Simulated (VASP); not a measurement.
# Na3HfZr (Pm-3m) in VASP: a series of runs, part 2 of 2

VASP 6.6.1.

**3. Single point, PBE**

This run uses another cell than the first one, of 31.01 Å³/atom.

File INCAR:

```
ALGO = Normal
EDIFF = 1E-7
ENCUT = 520
GGA = PE
ISIF = 2
ISMEAR = 0
LASPH = T
LCHARG = F
LREAL = F
LWAVE = F
NBANDS = 30
NELM = 100
PREC = Accurate
SIGMA = 0.1
```

File KPOINTS:

```
k-points
0
Gamma
  4 4 4
```

File POSCAR:

```
Na3HfZr
1.0
    5.3725486908      0.0000000000      0.0000000000
    0.0000000000      5.3725486908      0.0000000000
    0.0000000000      0.0000000000      5.3725486908
Na Zr Hf
3 1 1
Direct
    0.0000000000      0.5000000000      0.5000000000
    0.5000000000      0.0000000000      0.5000000000
    0.5000000000      0.5000000000      0.0000000000
    0.5000000000      0.5000000000      0.5000000000
    0.0000000000      0.0000000000      0.0000000000
```

Potentials or basis: VASP PAW PBE potentials, release 64 (Na_pv, Zr_sv, Hf_pv).

Started as:

```bash
cat potpaw_PBE.64/Na_pv/POTCAR potpaw_PBE.64/Zr_sv/POTCAR potpaw_PBE.64/Hf_pv/POTCAR > POTCAR
mpirun -np 1 vasp_std > vasp.out
```

OUTCAR:

```text
EDIFF = 1E-7
   ENCUT = 520
   GGA = PE
   ISIF = 2
   ISMEAR = 0
   LASPH = T
   LREAL = F
   NELM = 100
   PREC = Accurate

 ion  position               nearest neighbor table
   1  0.000  0.500  0.500-   4 2.69   4 2.69
   2  0.500  0.000  0.500-   4 2.69   4 2.69
   3  0.500  0.500  0.000-   4 2.69   4 2.69
   4  0.500  0.500  0.500-   1 2.69   2 2.69   3 2.69   3 2.69   2 2.69   1 2.69
   5  0.000  0.000  0.000-

  LATTYP: Found a simple cubic cell.
 ALAT       =     5.3725486908

  Lattice vectors:

 A1 = (   5.3725486908,   0.0000000000,   0.0000000000)
 A2 = (   0.0000000000,   5.3725486908,   0.0000000000)
 A3 = (   0.0000000000,   0.0000000000,   5.3725486908)

Analysis of symmetry for initial positions (statically):
=====================================================================
 Subroutine PRICEL returns:
 Original cell was already a primitive cell.

 Routine SETGRP: Setting up the symmetry group for a
 simple cubic supercell.

 Subroutine GETGRP returns: Found 48 space group operations
 (whereof 48 operations were pure point group operations)
 out of a pool of 48 trial point group operations.

The static configuration has the point symmetry O_h .

Analysis of symmetry for dynamics (positions and initial velocities):
=====================================================================
 Subroutine PRICEL returns:
 Original cell was already a primitive cell.

 Routine SETGRP: Setting up the symmetry group for a
 simple cubic supercell.

 Subroutine GETGRP returns: Found 48 space group operations
 (whereof 48 operations were pure point group operations)
 out of a pool of 48 trial point group operations.

The dynamic configuration has the point symmetry O_h .

 Subroutine INISYM returns: Found 48 space group operations
 (whereof 48 operations are pure point group operations),
 and found     1 'primitive' translations

----------------------------------------------------------------------------------------

                                     Primitive cell

  volume of cell :     155.0747

  direct lattice vectors                    reciprocal lattice vectors
     5.372548691  0.000000000  0.000000000     0.186131398  0.000000000  0.000000000
     0.000000000  5.372548691  0.000000000     0.000000000  0.186131398  0.000000000
     0.000000000  0.000000000  5.372548691     0.000000000  0.000000000  0.186131398

  length of vectors
     5.372548691  5.372548691  5.372548691     0.186131398  0.186131398  0.186131398

  position of ions in fractional coordinates (direct lattice)
     0.000000000  0.500000000  0.500000000
     0.500000000  0.000000000  0.500000000
     0.500000000  0.500000000  0.000000000
     0.500000000  0.500000000  0.500000000
     0.000000000  0.000000000  0.000000000

  ion indices of the primitive-cell ions
   primitive index   ion index
                 1           1
                 2           2
                 3           3
                 4           4
                 5           5

----------------------------------------------------------------------------------------

 KPOINTS: k-points

Automatic generation of k-mesh.
[... 23 lines left out ...]
  0.000000  0.000000  0.000000      1.000000
  0.250000  0.000000  0.000000      6.000000
  0.500000  0.000000  0.000000      3.000000
  0.250000  0.250000  0.000000     12.000000
  0.500000  0.250000  0.000000     12.000000
  0.500000  0.500000  0.000000      3.000000
  0.250000  0.250000  0.250000      8.000000
  0.500000  0.250000  0.250000     12.000000
  0.500000  0.500000  0.250000      6.000000
  0.500000  0.500000  0.500000      1.000000
   k-points           NKPTS =     10   k-points in BZ     NKDIM =     10   number of bands    NBANDS=     30
   number of dos      NEDOS =    301   number of ions     NIONS =      5
   total plane-waves  NPLWV =  64000
   dimension x,y,z NGX =    40 NGY =   40 NGZ =   40
   dimension x,y,z NGXF=    80 NGYF=   80 NGZF=   80
   ions per type =               3   1   1
   NGX,Y,Z   is equivalent  to a cutoff of  12.38, 12.38, 12.38 a.u.
   NGXF,Y,Z  is equivalent  to a cutoff of  24.75, 24.75, 24.75 a.u.
 SYSTEM =  unknown system
   PREC   = accura    normal or accurate (medium, high low for compatibility)
   ISTART =      0    job   : 0-new  1-cont  2-samecut
   ICHARG =      2    charge: 1-file 2-atom 10-const
   ISPIN  =      1    spin polarized calculation?
   LNONCOLLINEAR =      F non collinear calculations
   LSORBIT =      F    spin-orbit coupling
   LASPH  =      T    aspherical Exc in radial PAW
   ENCUT  =  520.0 eV  38.22 Ry    6.18 a.u.   9.99  9.99  9.99*2*pi/ulx,y,z
   NELM   =    100;   NELMIN=  2; NELMDL= -5     # of ELM steps
   EDIFF  = 0.1E-06   stopping-criterion for ELM
   LREAL  =      F    real-space projection
   EDIFFG = 0.1E-05   stopping-criterion for IOM
   NSW    =      0    number of steps for IOM
   IBRION =     -1    ionic relax: 0-MD 1-quasi-New 2-CG
   NFREE  =      0    steps in history (QN), initial steepest desc. (CG)
   ISIF   =      2    stress and relaxation
   ISYM   =      2    0-nonsym 1-usesym 2-fastsym
   POTIM  = 0.5000    time-step for ionic-motion
   TEBEG  =    0.0;   TEEND  =   0.0 temperature during run
   PSTRESS=    0.0 pullay stress
   NELECT =      43.0000    total number of electrons
   NUPDOWN=      -1.0000    fix difference up-down
   EMIN   =  10.00;   EMAX   =-10.00  energy-range for DOS
   EFERMI =   0.00;   METHOD = LEGACY
   ISMEAR =     0;   SIGMA  =   0.10  broadening in eV -4-tet -1-fermi 0-gaus
   EFERMI_NEDOS =   21; number of points for ismear=-14 and -15
   IALGO  =     38    algorithm
   IMIX   =      4    mixing-type and parameters
     AMIX     =   0.40;   BMIX     =  1.00
     AMIX_MAG =   1.60;   BMIX_MAG =  1.00
  volume/ion in A,a.u.               =      31.01       209.30
  Fermi-wavevector in a.u.,A,eV,Ry     =   1.067540  2.017357 15.505752  1.139641
  Thomas-Fermi vector in A             =   2.203159
   LORBIT       =      0    0 simple, 1 ext, 2 COOP (PROOUT), +10 PAW based schemes
   GGA     = PE    functional components
   LHFCALC =     F    Hartree Fock is set to
   AEXX    =    0.0000 exact exchange contribution
   IVDW    =     0    specifies the selected vdW correction
   LEPSILON=     F    determine dielectric tensor
   LRPA    =     F    only Hartree local field effects (RPA)
 non-spin polarized calculation
 Gauss-broadening in eV      SIGMA  =   0.10
  energy-cutoff  :      520.00
  volume of cell :      155.07
 maximum number of plane-waves:      4224
 NGX is ok and might be reduce to    40
   NGX = 19   NGY = 19   NGZ = 19

 number of electron      42.9999928 magnetization

 Free energy of the ion-electron system (eV)
  ---------------------------------------------------
  ext. energy  EPLUGINS =         0.00000000
  ---------------------------------------------------
  free energy    TOTEN  =       -12.87083965 eV

  energy without entropy =      -12.83263216  energy(sigma->0) =      -12.85173590

 E-fermi :   1.8246     XC(G=0):  -8.1878

 val. band max:        1.7252978492   @ k =   0.2500   0.2500   0.0000
 cond. band min:       1.8276441064   @ k =   0.5000   0.0000   0.0000
 fundamental gap:      0.1023462572
 Fermi energy:         1.8246241148

 k-point     1 :       0.0000    0.0000    0.0000
  band No.  band energies     occupation
      1     -47.6593      2.00000
      2     -30.6943      2.00000
      3     -30.6943      2.00000
      4     -30.6943      2.00000
      5     -25.8029      2.00000
      6     -25.8029      2.00000
[... 319 lines left out ...]
     29       4.4937      0.00000
     30       4.4937      0.00000

------------------------ aborting loop because EDIFF is reached ----------------------------------------

  FORCE on cell =-STRESS in cart. coord.  units (eV):
  Direction    XX          YY          ZZ          XY          YZ          ZX
  --------------------------------------------------------------------------------------
  -------------------------------------------------------------------------------------
  Total        0.0784635      0.0784635      0.0784635      0.0000000      0.0000000      0.0000000
  in kB        0.8106573      0.8106573      0.8106573      0.0000000      0.0000000      0.0000000
  external PRESSURE =       0.8106573 kB  Pullay stress =       0.0000000 kB

 VOLUME and BASIS-vectors are now :
 -----------------------------------------------------------------------------
  energy-cutoff  :      520.00
  volume of cell :      155.07
      direct lattice vectors                 reciprocal lattice vectors
     5.372548691  0.000000000  0.000000000     0.186131398  0.000000000  0.000000000
     0.000000000  5.372548691  0.000000000     0.000000000  0.186131398  0.000000000
     0.000000000  0.000000000  5.372548691     0.000000000  0.000000000  0.186131398

 POSITION                                       TOTAL-FORCE (eV/Angst)
 -----------------------------------------------------------------------------------
      0.00000      2.68627      2.68627         0.000000      0.000000      0.000000
      2.68627      0.00000      2.68627         0.000000      0.000000      0.000000
      2.68627      2.68627      0.00000         0.000000      0.000000      0.000000
      2.68627      2.68627      2.68627         0.000000      0.000000      0.000000
      0.00000      0.00000      0.00000         0.000000      0.000000      0.000000
 -----------------------------------------------------------------------------------
    total drift:                                0.000000      0.000000     -0.000000

  FREE ENERGIE OF THE ION-ELECTRON SYSTEM (eV)
  ---------------------------------------------------
  free  energy   TOTEN  =       -12.8708396462 eV

  energy  without entropy=      -12.8326321617  energy(sigma->0) =      -12.85173590
```

OSZICAR:

```text
N       E                     dE             d eps       ncg     rms          rms(c)
DAV:   1     0.416468518207E+03    0.41647E+03   -0.21795E+04   600   0.143E+03
DAV:   2     0.195269071951E+02   -0.39694E+03   -0.38834E+03   614   0.420E+02
DAV:   3    -0.132448272438E+02   -0.32772E+02   -0.31593E+02   956   0.120E+02
[... 13 lines left out ...]
DAV:  17    -0.128708411351E+02    0.66463E-04   -0.17619E-04   716   0.299E-02    0.140E-02
DAV:  18    -0.128708412403E+02   -0.10522E-06   -0.54694E-05   736   0.203E-02    0.854E-03
DAV:  19    -0.128708399708E+02    0.12695E-05   -0.41533E-06   634   0.768E-03    0.554E-03
DAV:  20    -0.128708396461E+02    0.32472E-06   -0.19929E-06   648   0.329E-03    0.135E-03
DAV:  21    -0.128708396462E+02   -0.47294E-10   -0.18535E-07   518   0.166E-03
   1 F= -.12870840E+02 E0= -.12851736E+02  d E =-.382075E-01
```

It took 78 s on 1 thread of Oxide Virtual Turin-like, shared host; peak memory 0.23 GiB.

What came out:

- Free energy: -12.8708 eV
- Pressure: 0.1 GPa
- Band gap on the k mesh: zero (an odd number of electrons rules out a gap without spin polarisation)

Caveat: spin-orbit coupling is left out, which moves the levels of the heavy elements.

**4. Relaxation of cell and atoms, PBE**

File INCAR:

```
  ALGO = Normal
  EDIFF = 1E-6
  EDIFFG = -0.04
  ENCUT = 600
  GGA = PE
  IBRION = 2
  ISIF = 3
  ISMEAR = 0
  LASPH = True
  LCHARG = False
  LREAL = False
  LWAVE = False
  NELM = 100
  NSW = 90
  PREC = Accurate
  SIGMA = 0.1
```

KPOINTS is that of step 3.

POSCAR: that of step 3 with these lines changed.

```diff
@@ -2,5 +2,5 @@
 1.0
-    5.3725486908      0.0000000000      0.0000000000
-    0.0000000000      5.3725486908      0.0000000000
-    0.0000000000      0.0000000000      5.3725486908
+    4.5282163415      0.0000000000      0.0000000000
+    0.0000000000      4.5282163415      0.0000000000
+    0.0000000000      0.0000000000      4.5282163415
 Na Zr Hf
```

Started as:

```bash
cat potpaw_PBE.64/Na_pv/POTCAR potpaw_PBE.64/Zr_sv/POTCAR potpaw_PBE.64/Hf_pv/POTCAR > POTCAR
mpirun -np 1 vasp_std > vasp.out
```

Run time: 5.3 min. Hardware: 1 thread of Oxide Virtual Turin-like, shared host; peak memory 0.2 GiB.

Results (log left out):

* Free energy: -12.8507 eV
* Relaxed volume: 31.03 Å³/atom
* Relaxed cell: a = 5.373 Å, b = 5.373 Å, c = 5.373 Å, α = 90.00°, β = 90.00°, γ = 90.00°
* Space group after relaxing (to 0.1 Å): Pm-3m (No. 221)
* Energy gained by relaxing: 631.2 meV/atom
* Ionic steps: 5
* Pressure after relaxing: 0.0 GPa
* Band gap on the k mesh: zero (an odd number of electrons rules out a gap without spin polarisation)

The path:
```
step  energy change (eV)  largest force (eV/Å)  pressure (GPa)  volume (Å³)
   1              0.0000                0.0000           25.89        92.85
   2             -3.0651                0.0000            2.06       139.29
   3             -3.1322                0.0000            0.92       146.59
   4             -3.1412                0.0000           -0.64       161.96
   5             -3.1558                0.0000           -0.04       155.14
```

Final structure:
```yaml
crystal:
  lattice:
    - [5.37333, 0.00000, 0.00000]
    - [0.00000, 5.37333, 0.00000]
    - [0.00000, 0.00000, 5.37333]
  atoms:
    - { symbol: Na, position: [0.00000, 0.50000, 0.50000] }
    - { symbol: Na, position: [0.50000, 0.00000, 0.50000] }
    - { symbol: Na, position: [0.50000, 0.50000, 0.00000] }
    - { symbol: Zr, position: [0.50000, 0.50000, 0.50000] }
    - { symbol: Hf, position: [0.00000, 0.00000, 0.00000] }
```

Levels at points of the mesh, in eV from the Fermi level:
```csv
k point,band 18,band 19,band 20,band 21,band 22,band 23,band 24,band 25
"(0.00, 0.00, 0.00)",-0.58,-0.58,0.05,0.05,0.05,0.86,0.86,1.13
"(0.50, 0.00, 0.00)",-2.44,0.00,0.00,0.02,0.18,0.30,0.30,0.40
"(0.50, 0.50, 0.00)",-1.73,-0.64,-0.64,-0.32,-0.32,0.55,0.73,0.81
"(0.50, 0.50, 0.50)",-0.73,-0.73,-0.73,-0.49,-0.49,-0.49,-0.19,0.83
```

Caveat: the volume moved by over 15 % at a fixed basis, so the end points are rough; spin-orbit coupling is left out, which moves the levels of the heavy elements.

**5. Overview**

| task | cell | cutoff (eV) | gap on the mesh (eV) | pressure (GPa) |
| --- | --- | --- | --- | --- |
| single point | a = 4.528 Å, 5 atoms | 520 | none | 25.9 |
| single point | a = 5.373 Å, 5 atoms | 520 | none | 0.1 |
| relaxation of cell and atoms | relaxed from a = 4.528 Å, 5 atoms | 600 | none | 0.0 |

Alike in all rows: level PBE; potentials or basis VASP PAW PBE potentials, release 64 (Na_pv, Zr_sv, Hf_pv); no spin polarisation; k mesh 4 × 4 × 4; smearing gaussian 0.1 eV.

Caveats: spin-orbit coupling is left out, which moves the levels of the heavy elements; the cell stands under pressure (at least some runs); the volume moved by over 15 % at a fixed basis, so the end points are rough (at least some runs).

Total energies depend on the potentials used, so only differences within one code and one set of settings carry meaning.
